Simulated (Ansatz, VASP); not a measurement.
**Te: VASP beside Ansatz**

```
Te
1.0
     2.14710    1.23963    6.67439
    -2.14710    1.23963    6.67439
     0.00000   -2.47926    6.67439
Te
3
Direct
  0.00000 0.00000 0.00000
  0.24318 0.24318 0.24318
  0.75682 0.75682 0.75682
```

Alike in both runs: functional PBE; k mesh 6 × 6 × 6; occupations gaussian, width 0.1 eV; no spin polarisation.

Ansatz relaxed the structure, and its values are those at the end. VASP's run is a single point on that final structure, the one shown.

|  | VASP | Ansatz |
| --- | --- | --- |
| version | VASP 6.6.1 | Ansatz 0.2.0 |
| potentials or method | VASP PAW PBE potentials, release 64 (Te), cutoff 520 eV | scalar-relativistic, plane waves, PAW |
| valence electrons in the cell | 18 | 48 |

|  | VASP | Ansatz | Ansatz less VASP |
| --- | --- | --- | --- |
| gap on the k mesh at the Fermi level (eV) | none | none | - |
| pressure (GPa) | -0.1 | -0.1 | +0.01 |
| rms of the force components (eV/Å) | 0.012 | 0.010 | -0.0014 |

A gap of «none» marks a metal or a gap that the smearing closes. VASP's potentials hold 18 valence electrons a cell and Ansatz's 48, so a difference there can come from the potentials and not from the codes.

Spin-orbit coupling is off throughout.
